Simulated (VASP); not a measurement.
# AlN: single point with LDA

Crystal: AlN.

```xyz
4
Lattice="3.0887 0.0000 0.0000 -1.5444 2.6749 0.0000 0.0000 0.0000 4.9438" Properties=species:S:1:pos:R:3 pbc="T T T"
Al   -0.0344    1.8005    0.0075
Al    1.5788    0.8744    2.4794
N     0.0307    1.7679    1.8958
N     1.5137    0.9070    4.3677
```

This cell differs from its parent crystal: atoms displaced along a vibrational mode.

```yaml
Program: VASP 6.6.1
Task: single point
Functional: LDA
Potentials_or_basis: VASP PAW LDA potentials, release 64 (Al, N)
Cutoff: 520 eV
k_mesh: 9 × 9 × 6
Occupations: gaussian, width 0.05 eV
Spin: no spin polarisation
```

* Pressure: 0.5 GPa
* Largest force: 0.213 eV/Å
* Band gap on the k mesh: 4.41 eV

Forces on the atoms (eV/Å):
```
Al   0.191 -0.094  0.010
Al  -0.191  0.094  0.010
N   -0.092  0.046 -0.010
N    0.092 -0.046 -0.010
```

Levels at points of the mesh, in eV from the valence-band top:
```csv
k point,band 6,band 7,band 8,band 9,band 10,band 11
"(0.00, 0.00, 0.00)",-0.30,-0.18,0.00,4.41,6.72,10.62
"(0.00, 0.00, 0.50)",-0.59,-0.56,-0.56,6.59,6.59,10.30
```

Wall time 68 s on 1 thread of Intel Xeon 8259CL (shared host), peak memory 0.2 GiB.

Caveat: the cell differs from its parent crystal (atoms displaced along a vibrational mode); an odd mesh through Γ misses points on the zone boundary, where band edges can lie.
